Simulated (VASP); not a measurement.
# GaAs (F-43m) in VASP: further runs, part 2 of 2

VASP 6.6.1.

## Step 3: Single point, PBEsol

INCAR

```
SYSTEM = GaAs
PREC = Accurate
ENCUT = 500
EDIFF = 1E-6
ISMEAR = -1
SIGMA = 0.1
LREAL = .False.
LASPH = .True.
NELM = 120
ALGO = Normal
ISIF = 2
LWAVE = .False.
LCHARG = .False.
GGA = PS
NBANDS = 16
GGA_COMPAT = .False.
```

KPOINTS

```
regular mesh
0
Gamma
  7 7 7
  0 0 0
```

POSCAR

```
GaAs
1.0
    0.0000000000      2.8268500000      2.8268500000
    2.8268500000      0.0000000000      2.8268500000
    2.8268500000      2.8268500000      0.0000000000
As Ga
1 1
Direct
    0.7500000000      0.7500000000      0.7500000000
    0.0000000000      0.0000000000      0.0000000000
```

Potentials or basis: VASP PAW PBE potentials, release 64 (As, Ga_d).

Started as:

```
cat potpaw_PBE.64/As/POTCAR potpaw_PBE.64/Ga_d/POTCAR > POTCAR
mpirun -np 1 vasp_std > vasp.out
```

OUTCAR:

```text
SYSTEM = GaAs
   PREC = Accurate
   ENCUT = 500
   EDIFF = 1E-6
   ISMEAR = -1
   LREAL = .False.
   LASPH = .True.
   NELM = 120
   ISIF = 2
   GGA = PS

 ion  position               nearest neighbor table
   1  0.750  0.750  0.750-   2 2.45   2 2.45   2 2.45   2 2.45
   2  0.000  0.000  0.000-   1 2.45   1 2.45   1 2.45   1 2.45

  LATTYP: Found a face centered cubic cell.
 ALAT       =     5.6537000000

  Lattice vectors:

 A1 = (   0.0000000000,   2.8268500000,   2.8268500000)
 A2 = (   2.8268500000,   0.0000000000,   2.8268500000)
 A3 = (   2.8268500000,   2.8268500000,   0.0000000000)

Analysis of symmetry for initial positions (statically):
=====================================================================
 Subroutine PRICEL returns:
 Original cell was already a primitive cell.

 Routine SETGRP: Setting up the symmetry group for a
 face centered cubic supercell.

 Subroutine GETGRP returns: Found 24 space group operations
 (whereof 24 operations were pure point group operations)
 out of a pool of 48 trial point group operations.

The static configuration has the point symmetry T_d .

Analysis of symmetry for dynamics (positions and initial velocities):
=====================================================================
 Subroutine PRICEL returns:
 Original cell was already a primitive cell.

 Routine SETGRP: Setting up the symmetry group for a
 face centered cubic supercell.

 Subroutine GETGRP returns: Found 24 space group operations
 (whereof 24 operations were pure point group operations)
 out of a pool of 48 trial point group operations.

The dynamic configuration has the point symmetry T_d .

 Subroutine INISYM returns: Found 24 space group operations
 (whereof 24 operations are pure point group operations),
 and found     1 'primitive' translations
[... 103 lines left out ...]
   EMIN   =  10.00;   EMAX   =-10.00  energy-range for DOS
   EFERMI =   0.00;   METHOD = LEGACY
   ISMEAR =    -1;   SIGMA  =   0.10  broadening in eV -4-tet -1-fermi 0-gaus
   EFERMI_NEDOS =   21; number of points for ismear=-14 and -15
   IALGO  =     38    algorithm
   IMIX   =      4    mixing-type and parameters
     AMIX     =   0.40;   BMIX     =  1.00
     AMIX_MAG =   1.60;   BMIX_MAG =  1.00
  volume/ion in A,a.u.               =      22.59       152.44
  Fermi-wavevector in a.u.,A,eV,Ry     =   1.204628  2.276417 19.743799  1.451128
  Thomas-Fermi vector in A             =   2.340347
   LORBIT       =      0    0 simple, 1 ext, 2 COOP (PROOUT), +10 PAW based schemes
   GGA     = PS    functional components
   LHFCALC =     F    Hartree Fock is set to
   AEXX    =    0.0000 exact exchange contribution
   IVDW    =     0    specifies the selected vdW correction
   LEPSILON=     F    determine dielectric tensor
   LRPA    =     F    only Hartree local field effects (RPA)
 non-spin polarized calculation
  energy-cutoff  :      500.00
  volume of cell :       45.18
 maximum number of plane-waves:      1161
 NGX is ok and might be reduce to    30
   NGX = 15   NGY = 15   NGZ = 15

 number of electron      17.9999995 magnetization

 Free energy of the ion-electron system (eV)
  ---------------------------------------------------
  ext. energy  EPLUGINS =         0.00000000
  ---------------------------------------------------
  free energy    TOTEN  =        -9.08118873 eV

  energy without entropy =       -9.08031284  energy(sigma->0) =       -9.08075079

 E-fermi :   4.1111     XC(G=0):  -9.7713

 val. band max:        3.8081958202   @ k =   0.0000   0.0000   0.0000
 cond. band min:       4.2627872681   @ k =   0.0000   0.0000   0.0000
 fundamental gap:      0.4545914479
 Fermi energy:         4.1110559878

 k-point     1 :       0.0000    0.0000    0.0000
  band No.  band energies     occupation
      1     -10.9714      2.00000
      2     -10.9714      2.00000
      3     -10.9714      2.00000
      4     -10.8914      2.00000
      5     -10.8914      2.00000
      6      -8.9445      2.00000
[... 357 lines left out ...]
      3     -10.9282      2.00000
      4     -10.9024      2.00000
      5     -10.8872      2.00000
      6      -6.4437      2.00000
[... 8 lines left out ...]
     15      15.1678      0.00000
     16      17.4443      0.00000

------------------------ aborting loop because EDIFF is reached ----------------------------------------

  FORCE on cell =-STRESS in cart. coord.  units (eV):
  Direction    XX          YY          ZZ          XY          YZ          ZX
  --------------------------------------------------------------------------------------
  -------------------------------------------------------------------------------------
  Total        0.0984224      0.0984224      0.0984224     -0.0000000      0.0000000     -0.0000000
  in kB        3.4903274      3.4903274      3.4903274     -0.0000000      0.0000000     -0.0000000
  external PRESSURE =       3.4903274 kB  Pullay stress =       0.0000000 kB

 VOLUME and BASIS-vectors are now :
 -----------------------------------------------------------------------------
  energy-cutoff  :      500.00
  volume of cell :       45.18
      direct lattice vectors                 reciprocal lattice vectors
     0.000000000  2.826850000  2.826850000    -0.176875321  0.176875321  0.176875321
     2.826850000  0.000000000  2.826850000     0.176875321 -0.176875321  0.176875321
     2.826850000  2.826850000  0.000000000     0.176875321  0.176875321 -0.176875321

 POSITION                                       TOTAL-FORCE (eV/Angst)
 -----------------------------------------------------------------------------------
      4.24027      4.24027      4.24027        -0.000000      0.000000      0.000000
      0.00000      0.00000      0.00000         0.000000     -0.000000     -0.000000
 -----------------------------------------------------------------------------------
    total drift:                                0.000000      0.000000     -0.000000

  FREE ENERGIE OF THE ION-ELECTRON SYSTEM (eV)
  ---------------------------------------------------
  free  energy   TOTEN  =        -9.0811887324 eV

  energy  without entropy=       -9.0803128392  energy(sigma->0) =       -9.08075079
```

OSZICAR:

```text
N       E                     dE             d eps       ncg     rms          rms(c)
DAV:   1     0.868373271350E+02    0.86837E+02   -0.88596E+03   640   0.151E+03
DAV:   2    -0.217716563990E+01   -0.89014E+02   -0.84616E+02   768   0.321E+02
DAV:   3    -0.916463910580E+01   -0.69875E+01   -0.69698E+01   752   0.683E+01
DAV:   4    -0.928128380046E+01   -0.11664E+00   -0.11663E+00   816   0.993E+00
DAV:   5    -0.928291924061E+01   -0.16354E-02   -0.16354E-02   776   0.108E+00    0.294E+00
DAV:   6    -0.911487944349E+01    0.16804E+00   -0.22639E-01   976   0.921E+00    0.173E+00
DAV:   7    -0.908276050322E+01    0.32119E-01   -0.60449E-02   952   0.205E+00    0.536E-01
DAV:   8    -0.908096650900E+01    0.17940E-02   -0.94274E-03   744   0.110E+00    0.108E-01
DAV:   9    -0.908113515356E+01   -0.16864E-03   -0.69975E-04   824   0.325E-01    0.420E-02
DAV:  10    -0.908116764605E+01   -0.32492E-04   -0.53021E-05   912   0.736E-02    0.226E-02
DAV:  11    -0.908118874888E+01   -0.21103E-04   -0.24464E-05   728   0.504E-02    0.270E-03
DAV:  12    -0.908118873237E+01    0.16514E-07   -0.82354E-07   584   0.145E-02
   1 F= -.90811887E+01 E0= -.90807508E+01  d E =-.875893E-03
```

It took 20 s on 1 thread of AMD EPYC 7R13, shared host; peak memory 0.14 GiB.

Results:

```
Free energy            : -9.0812 eV
Pressure               : 0.3 GPa
Band gap on the k mesh : 0.45 eV, direct
```

Caveat: the PAW data sets were made with another functional, which shifts forces and pressure a little.

## Step 4: Comparison with measurements

Step 3. Measured gap of GaAs: 1.412 eV (direct; 300 K; “Evidence of valence band perturbations in GaAsN/GaAs(001): A combined variable-angle spectroscopic ellipsometry and modulated photoreflectance investigation”, 2008, arxiv:0805.2212). This calculation gives 0.45 eV (-0.96 eV). 3 values of this kind are on record (1.412 to 1.51 eV); this one was drawn at random among those near their median, those with a stated uncertainty first. Spin-orbit coupling on As, Ga is left out. The value is that of PBEsol, without temperature or zero-point motion. Semilocal functionals fall short of measured gaps as a rule.
